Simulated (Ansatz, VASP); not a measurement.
## One calculation of TePt, two programs

The input INCAR:

```
PREC = Accurate
ENCUT = 520
EDIFF = 1E-6
ISMEAR = 0
SIGMA = 0.1
LREAL = F
LASPH = T
NELM = 100
ALGO = Normal
ISIF = 2
LWAVE = F
LCHARG = F
GGA = PS
NBANDS = 24
```

The input KPOINTS:

```
regular mesh
0
Gamma
  12 12 10
```

File POSCAR:

```
TePt
1.0
    4.2231471745      0.0000000000      0.0000000000
   -2.1115735872      3.6573527370      0.0000000000
    0.0000000000      0.0000000000      5.4308162749
Te Pt
2 2
Direct
    0.3333333333      0.6666666667      0.2500000000
    0.6666666667      0.3333333333      0.7500000000
    0.0000000000      0.0000000000      0.0000000000
    0.0000000000      0.0000000000      0.5000000000
```

Input for Ansatz:

```yaml
crystal:
  lattice:
    - [4.2231471745, 0.0, 0.0]
    - [-2.1115735872, 3.657352737, 0.0]
    - [0.0, 0.0, 5.4308162749]
  atoms:
    - { symbol: Te, position: [0.3333333333, 0.6666666667, 0.25] }
    - { symbol: Te, position: [0.6666666667, 0.3333333333, 0.75] }
    - { symbol: Pt, position: [0.0, 0.0, 0.0] }
    - { symbol: Pt, position: [0.0, 0.0, 0.5] }
basis:
  ecutwfc: 420
kpoints:
  mp_grid: { grid: [12, 12, 10] }
hamiltonian:
  xc: pbesol
scf:
  occupations: { method: gaussian, width: 0.1 }
output:
  forces: true
  stress: true
  eigenvalues: true
```

Change from the starting cell: strain along c alone, the other axes held, atoms relaxed: -2.0 %.

Alike in both runs: task single point; functional PBEsol; k mesh 12 × 12 × 10; occupations gaussian, width 0.1 eV; no spin polarisation.

|  | VASP | Ansatz |
| --- | --- | --- |
| version | VASP 6.6.1 | Ansatz 0.2.0 |
| potentials or method | VASP PAW PBE potentials, release 64 (Te, Pt), cutoff 520 eV | scalar-relativistic, plane waves, PAW |
| valence electrons in the cell | 32 | 68 |

Ansatz gave:

| Quantity | Value |
| --- | --- |
| gap on the k mesh at the Fermi level (eV) | none |
| pressure (GPa) | 3.2 |
| traceless stress, the component that is largest in VASP (GPa) | 1.84 |

Task: Which values does VASP return?

Result: gap on the k mesh at the Fermi level (eV): none; pressure (GPa): 3.0; traceless stress, the component that is largest in VASP (GPa): 1.84.

VASP's potentials were made for PBE, not for PBEsol. A gap of «none» marks a metal or a gap that the smearing closes. VASP's potentials hold 32 valence electrons a cell and Ansatz's 68, so a difference there can come from the potentials and not from the codes.

Neither program's run includes spin-orbit coupling.
